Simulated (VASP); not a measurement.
# MgO2 (R-3m) in VASP: single point with PBEsol

Aim: the single point of MgO2 with PBEsol.

Program: VASP 6.6.1. These are calculated values, not measurements. Logs are shortened: lines on timing, memory, paths and dates and some standing lists are left out, and cuts for length are marked.

## Step 1: The cell of the first run

The structure is trigonal, space group R-3m (No. 166). The conventional cell has a = 3.136 Å, b = 3.136 Å, c = 10.372 Å, α = 90.00°, β = 90.00°, γ = 120.00°. Mg (site symmetry -3m) has 6 O at 2.07 Å within 2.7 Å. Within 2.1 Å of O (site symmetry 3m) lie 1 O at 1.47 Å and 3 Mg at 2.07 Å.

## Step 2: Single point, PBEsol (strain -0.0100 x Voigt [1, 1, 0, 0, 0, 0])

The input, INCAR:

```
SYSTEM = MgO2
  PREC = Accurate
  ENCUT = 840
  EDIFF = 1E-6
  ISMEAR = 0
  SIGMA = 0.05
  LREAL = .FALSE.
  LASPH = .TRUE.
  NELM = 120
  ALGO = Normal
  ISIF = 2
  LWAVE = .FALSE.
  LCHARG = .TRUE.
  GGA = PS
  LELF = .TRUE.
  LVHAR = .TRUE.
  NBANDS = 18
  GGA_COMPAT = .FALSE.
```

The input, KPOINTS:

```
regular mesh
0
G
  12 12 12
  0 0 0
```

The input, POSCAR:

```
MgO2
1.0
    1.5679852351      0.9052766976      3.4573706250
   -1.5679852351      0.9052766976      3.4573706250
    0.0000000000     -1.8105533951      3.4573706250
Mg O
1 2
Direct
    0.0000000000      0.0000000000      0.0000000000
    0.4291433728      0.4291433728      0.4291433728
    0.5708566272      0.5708566272      0.5708566272
```

Potentials or basis: VASP PAW PBE potentials, release 64 (Mg_sv, O).

Run with:

```bash
$ cat potpaw_PBE.64/Mg_sv/POTCAR potpaw_PBE.64/O/POTCAR > POTCAR
$ mpirun -np 1 vasp_std > vasp.out
```

OUTCAR:

```text
SYSTEM = MgO2
   PREC = Accurate
   ENCUT = 840
   EDIFF = 1E-6
   ISMEAR = 0
   LREAL = .FALSE.
   LASPH = .TRUE.
   NELM = 120
   ISIF = 2
   GGA = PS

 ion  position               nearest neighbor table
   1  0.000  0.000  0.000-   3 2.07   3 2.07   2 2.07   2 2.07   3 2.07   2 2.07
   2  0.429  0.429  0.429-   3 1.47   1 2.07   1 2.07   1 2.07
   3  0.571  0.571  0.571-   2 1.47   1 2.07   1 2.07   1 2.07

  LATTYP: Found a trigonal (rhomboedric) cell.
 ALAT       =     3.9027573887
 COS(alpha) =     0.6771722761

  Lattice vectors:

 A1 = (   1.5679852351,   0.9052766976,   3.4573706250)
 A2 = (  -1.5679852351,   0.9052766976,   3.4573706250)
 A3 = (   0.0000000000,  -1.8105533951,   3.4573706250)

Analysis of symmetry for initial positions (statically):
=====================================================================
 Subroutine PRICEL returns:
 Original cell was already a primitive cell.

 Routine SETGRP: Setting up the symmetry group for a
 trigonal (rhombohedral) supercell.

 Subroutine GETGRP returns: Found 12 space group operations
 (whereof 12 operations were pure point group operations)
 out of a pool of 12 trial point group operations.

The static configuration has the point symmetry D_3d.

Analysis of symmetry for dynamics (positions and initial velocities):
=====================================================================
 Subroutine PRICEL returns:
 Original cell was already a primitive cell.

 Routine SETGRP: Setting up the symmetry group for a
 trigonal (rhombohedral) supercell.

 Subroutine GETGRP returns: Found 12 space group operations
 (whereof 12 operations were pure point group operations)
 out of a pool of 12 trial point group operations.

The dynamic configuration has the point symmetry D_3d.

 Subroutine INISYM returns: Found 12 space group operations
 (whereof 12 operations are pure point group operations),
 and found     1 'primitive' translations

----------------------------------------------------------------------------------------

                                     Primitive cell

  volume of cell :      29.4456

  direct lattice vectors                    reciprocal lattice vectors
     1.567985235  0.905276698  3.457370625     0.318880554  0.184105774  0.096412381
    -1.567985235  0.905276698  3.457370625    -0.318880554  0.184105774  0.096412381
     0.000000000 -1.810553395  3.457370625     0.000000000 -0.368211547  0.096412381

  length of vectors
     3.902757389  3.902757389  3.902757389     0.380624606  0.380624606  0.380624606

  position of ions in fractional coordinates (direct lattice)
     0.000000000  0.000000000  0.000000000
     0.429143373  0.429143373  0.429143373
     0.570856627  0.570856627  0.570856627

  ion indices of the primitive-cell ions
   primitive index   ion index
                 1           1
                 2           2
                 3           3

----------------------------------------------------------------------------------------

 KPOINTS: regular mesh

Automatic generation of k-mesh.
 Grid dimensions read from file:
 generate k-points for:   12   12   12

 Generating k-lattice:

  Cartesian coordinates                     Fractional coordinates (reciprocal lattice)
     0.026573379  0.015342148  0.008034365     0.083333333  0.000000000  0.000000000
    -0.026573379  0.015342148  0.008034365     0.000000000  0.083333333  0.000000000
     0.000000000 -0.030684296  0.008034365     0.000000000  0.000000000  0.083333333

  Length of vectors
     0.031718717  0.031718717  0.031718717

  Shift w.r.t. Gamma in fractional coordinates (k-lattice)
     0.000000000  0.000000000  0.000000000

 Subroutine IBZKPT returns following result:
 ===========================================

 Found    189 irreducible k-points:

 Following reciprocal coordinates:
            Coordinates               Weight
  0.000000  0.000000  0.000000      1.000000
  0.083333  0.000000  0.000000      6.000000
  0.166667  0.000000  0.000000      6.000000
  0.250000  0.000000  0.000000      6.000000
  0.333333  0.000000 -0.000000      6.000000
  0.416667  0.000000  0.000000      6.000000
[... 16 lines left out ...]
  0.500000  0.166667  0.000000     12.000000
 -0.416667  0.166667  0.000000     12.000000
 [... further k-points ...]
   k-points           NKPTS =    189   k-points in BZ     NKDIM =    189   number of bands    NBANDS=     18
   number of dos      NEDOS =    301   number of ions     NIONS =      3
   total plane-waves  NPLWV =  64000
   dimension x,y,z NGX =    40 NGY =   40 NGZ =   40
   dimension x,y,z NGXF=    80 NGYF=   80 NGZF=   80
   ions per type =               1   2
   NGX,Y,Z   is equivalent  to a cutoff of  17.04, 17.04, 17.04 a.u.
   NGXF,Y,Z  is equivalent  to a cutoff of  34.08, 34.08, 34.08 a.u.
 SYSTEM =  MgO2
   PREC   = accura    normal or accurate (medium, high low for compatibility)
   ISTART =      0    job   : 0-new  1-cont  2-samecut
   ICHARG =      2    charge: 1-file 2-atom 10-const
   ISPIN  =      1    spin polarized calculation?
   LNONCOLLINEAR =      F non collinear calculations
   LSORBIT =      F    spin-orbit coupling
   LASPH  =      T    aspherical Exc in radial PAW
   ENCUT  =  840.0 eV  61.74 Ry    7.86 a.u.   9.22  9.22  9.22*2*pi/ulx,y,z
   NELM   =    120;   NELMIN=  2; NELMDL= -5     # of ELM steps
   EDIFF  = 0.1E-05   stopping-criterion for ELM
   LREAL  =      F    real-space projection
   EDIFFG = 0.1E-04   stopping-criterion for IOM
   NSW    =      0    number of steps for IOM
   IBRION =     -1    ionic relax: 0-MD 1-quasi-New 2-CG
   NFREE  =      0    steps in history (QN), initial steepest desc. (CG)
   ISIF   =      2    stress and relaxation
   ISYM   =      2    0-nonsym 1-usesym 2-fastsym
   POTIM  = 0.5000    time-step for ionic-motion
   TEBEG  =    0.0;   TEEND  =   0.0 temperature during run
   PSTRESS=    0.0 pullay stress
   NELECT =      22.0000    total number of electrons
   NUPDOWN=      -1.0000    fix difference up-down
   EMIN   =  10.00;   EMAX   =-10.00  energy-range for DOS
   EFERMI =   0.00;   METHOD = LEGACY
   ISMEAR =     0;   SIGMA  =   0.05  broadening in eV -4-tet -1-fermi 0-gaus
   EFERMI_NEDOS =   21; number of points for ismear=-14 and -15
   IALGO  =     38    algorithm
   IMIX   =      4    mixing-type and parameters
     AMIX     =   0.40;   BMIX     =  1.00
     AMIX_MAG =   1.60;   BMIX_MAG =  1.00
  volume/ion in A,a.u.               =       9.82        66.24
  Fermi-wavevector in a.u.,A,eV,Ry     =   1.485510  2.807207 30.024517  2.206740
  Thomas-Fermi vector in A             =   2.598913
   LORBIT       =      0    0 simple, 1 ext, 2 COOP (PROOUT), +10 PAW based schemes
   GGA     = PS    functional components
   LHFCALC =     F    Hartree Fock is set to
   AEXX    =    0.0000 exact exchange contribution
   IVDW    =     0    specifies the selected vdW correction
   LEPSILON=     F    determine dielectric tensor
   LRPA    =     F    only Hartree local field effects (RPA)
 non-spin polarized calculation
 Gauss-broadening in eV      SIGMA  =   0.05
  energy-cutoff  :      840.00
  volume of cell :       29.45
 maximum number of plane-waves:      1651
 NGX is ok and might be reduce to    40
   NGX = 19   NGY = 19   NGZ = 19

 number of electron      22.0000002 magnetization

 Free energy of the ion-electron system (eV)
  ---------------------------------------------------
  ext. energy  EPLUGINS =         0.00000000
  ---------------------------------------------------
  free energy    TOTEN  =       -17.18962861 eV

  energy without entropy =      -17.18962861  energy(sigma->0) =      -17.18962861

 E-fermi :   3.3836     XC(G=0): -10.9103

 val. band max:        2.9023829236   @ k =   0.5000   0.5000   0.5000
 cond. band min:       5.3237145762   @ k =   0.5000   0.5000   0.5000
 fundamental gap:      2.4213316526
 Fermi energy:         3.3835733933

 k-point     1 :       0.0000    0.0000    0.0000
  band No.  band energies     occupation
      1     -70.0349      2.00000
      2     -37.0014      2.00000
      3     -36.9758      2.00000
      4     -36.9758      2.00000
      5     -18.8212      2.00000
      6     -11.6208      2.00000
[... 10 lines left out ...]
     17      17.9040      0.00000
     18      20.0344      0.00000

 k-point     2 :       0.0833    0.0000    0.0000
  band No.  band energies     occupation
      1     -70.0348      2.00000
      2     -37.0010      2.00000
      3     -36.9790      2.00000
      4     -36.9765      2.00000
      5     -18.7846      2.00000
      6     -11.6435      2.00000
[... 10 lines left out ...]
     17      18.1097      0.00000
     18      19.6924      0.00000

 k-point     3 :       0.1667    0.0000    0.0000
  band No.  band energies     occupation
      1     -70.0342      2.00000
      2     -36.9998      2.00000
      3     -36.9875      2.00000
      4     -36.9783      2.00000
      5     -18.6828      2.00000
      6     -11.7053      2.00000
[... 10 lines left out ...]
     17      18.7086      0.00000
     18      18.9406      0.00000

 k-point     4 :       0.2500    0.0000    0.0000
  band No.  band energies     occupation
      1     -70.0333      2.00000
      2     -37.0002      2.00000
      3     -36.9972      2.00000
      4     -36.9807      2.00000
      5     -18.5392      2.00000
      6     -11.7894      2.00000
[... 375 lines left out ...]
      4     -36.9883      2.00000
      5     -18.2942      2.00000
      6     -12.0817      2.00000
[... 10 lines left out ...]
     17      18.5044      0.00000
     18      20.4185      0.00000

 k-point    23 :       0.5000    0.1667    0.0000
  band No.  band energies     occupation
      1     -70.0316      2.00000
      2     -37.0162      2.00000
      3     -36.9952      2.00000
      4     -36.9915      2.00000
      5     -18.2129      2.00000
      6     -12.0685      2.00000
[... 10 lines left out ...]
     17      17.9546      0.00000
     18      20.6673      0.00000

 k-point    24 :      -0.4167    0.1667    0.0000
  band No.  band energies     occupation
      1     -70.0315      2.00000
      2     -37.0182      2.00000
      3     -36.9946      2.00000
      4     -36.9927      2.00000
      5     -18.1979      2.00000
      6     -12.0059      2.00000
[... 10 lines left out ...]
     17      17.7153      0.00000
     18      20.6648      0.00000

 [... further k-points ...]

------------------------ aborting loop because EDIFF is reached ----------------------------------------

  FORCE on cell =-STRESS in cart. coord.  units (eV):
  Direction    XX          YY          ZZ          XY          YZ          ZX
  --------------------------------------------------------------------------------------
  -------------------------------------------------------------------------------------
  Total        0.5891476      0.5891476      0.3382069      0.0000000      0.0000000     -0.0000000
  in kB       32.0563584     32.0563584     18.4023194      0.0000000      0.0000000     -0.0000000
  external PRESSURE =      27.5050120 kB  Pullay stress =       0.0000000 kB

 VOLUME and BASIS-vectors are now :
 -----------------------------------------------------------------------------
  energy-cutoff  :      840.00
  volume of cell :       29.45
      direct lattice vectors                 reciprocal lattice vectors
     1.567985235  0.905276698  3.457370625     0.318880554  0.184105774  0.096412381
    -1.567985235  0.905276698  3.457370625    -0.318880554  0.184105774  0.096412381
     0.000000000 -1.810553395  3.457370625     0.000000000 -0.368211547  0.096412381

 POSITION                                       TOTAL-FORCE (eV/Angst)
 -----------------------------------------------------------------------------------
      0.00000      0.00000      0.00000         0.000000      0.000000      0.000000
      0.00000      0.00000      4.45112         0.000000      0.000000      0.007888
      0.00000      0.00000      5.92099         0.000000     -0.000000     -0.007888
 -----------------------------------------------------------------------------------
    total drift:                                0.000000      0.000000      0.000000

  FREE ENERGIE OF THE ION-ELECTRON SYSTEM (eV)
  ---------------------------------------------------
  free  energy   TOTEN  =       -17.1896286079 eV

  energy  without entropy=      -17.1896286079  energy(sigma->0) =      -17.18962861
```

Wall time 3.3 min (1 thread of Intel Xeon Platinum 8375C at 2.90GHz (Ice Lake), shared host); peak memory 0.35 GiB.

Results:

| Quantity | Value |
| --- | --- |
| Free energy | -17.1896 eV |
| Pressure | 2.8 GPa |
| Largest force | 0.008 eV/Å |
| Band gap on the k mesh | 2.42 eV |

Forces on the atoms (eV/Å):
```
Mg   0.000  0.000  0.000
O    0.000  0.000  0.008
O    0.000  0.000 -0.008
```

Caveat: the cell differs from its parent crystal (strain -0.0100 x Voigt [1, 1, 0, 0, 0, 0]); the PAW data sets were made with another functional, which shifts forces and pressure a little. A k mesh can miss the band edges.
